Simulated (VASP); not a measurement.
Write the native input for VASP 6.6.1 that does the following.

- Task: single point
- Functional: r2SCAN
- Potentials or basis: VASP PAW PBE potentials, release 64 (Ag)
- Cutoff: 520 eV
- k mesh: 13 × 13 × 13
- Occupations: gaussian, width 0.3 eV
- Spin: no spin polarisation
- Dipole correction: no
- Further INCAR settings: ALGO = Normal; EDIFF = 1e-06; NBANDS = 12

Crystal: Ag.

```
CELL_PARAMETERS angstrom
0.00000 2.05190 2.05190
2.05190 0.00000 2.05190
2.05190 2.05190 0.00000
ATOMIC_POSITIONS crystal
Ag 0.00000 0.00000 0.00000
```

These files were run (other wordings do the same):

POSCAR

```
Ag
1.0
    0.0000000000      2.0519023311      2.0519023311
    2.0519023311      0.0000000000      2.0519023311
    2.0519023311      2.0519023311      0.0000000000
Ag
1
Direct
    0.0000000000      0.0000000000      0.0000000000
```

INCAR.step1

```
PREC     = Accurate       # precision mode
ENCUT    = 520            # plane-wave cutoff, eV
ISMEAR   = 0              # smearing method
SIGMA    = 0.3            # smearing width, eV
LREAL    = False          # projectors in reciprocal space
LASPH    = True           # aspherical terms in the spheres
NELM     = 60             # most SCF steps
NBANDS   = 12             # bands
GGA      = PE             # functional
ALGO     = Normal         # electronic algorithm
EDIFF    = 1E-4           # SCF threshold, eV
LWAVE    = True           # write WAVECAR
LCHARG   = False          # write CHGCAR
```

INCAR.step2

```
PREC     = Accurate       # precision mode
ENCUT    = 520            # plane-wave cutoff, eV
EDIFF    = 1E-6           # SCF threshold, eV
ISMEAR   = 0              # smearing method
SIGMA    = 0.3            # smearing width, eV
LREAL    = False          # projectors in reciprocal space
LASPH    = True           # aspherical terms in the spheres
NELM     = 60             # most SCF steps
ALGO     = Normal         # electronic algorithm
ISIF     = 2              # what is computed and relaxed
LWAVE    = False          # write WAVECAR
LCHARG   = False          # write CHGCAR
METAGGA  = R2SCAN         # meta-GGA
LMIXTAU  = True         
NBANDS   = 12             # bands
ISTART   = 1
```

KPOINTS

```
regular mesh
0
Gamma
  13 13 13
```

Potentials or basis: VASP PAW PBE potentials, release 64 (Ag).

Launch:

```sh
$ cat potpaw_PBE.64/Ag/POTCAR > POTCAR
$ cp INCAR.step1 INCAR
$ mpirun -np 1 vasp_std > vasp.out
$ cp INCAR.step2 INCAR
$ mpirun -np 1 vasp_std > vasp.out
```

It gave:

- Pressure: 0.1 GPa

Caveat: the PAW data sets were made with another functional, which shifts forces and pressure a little.

Wall time 35 s on 1 thread of Intel Xeon 6975P-C, with other jobs on the host, peak memory 0.15 GiB.
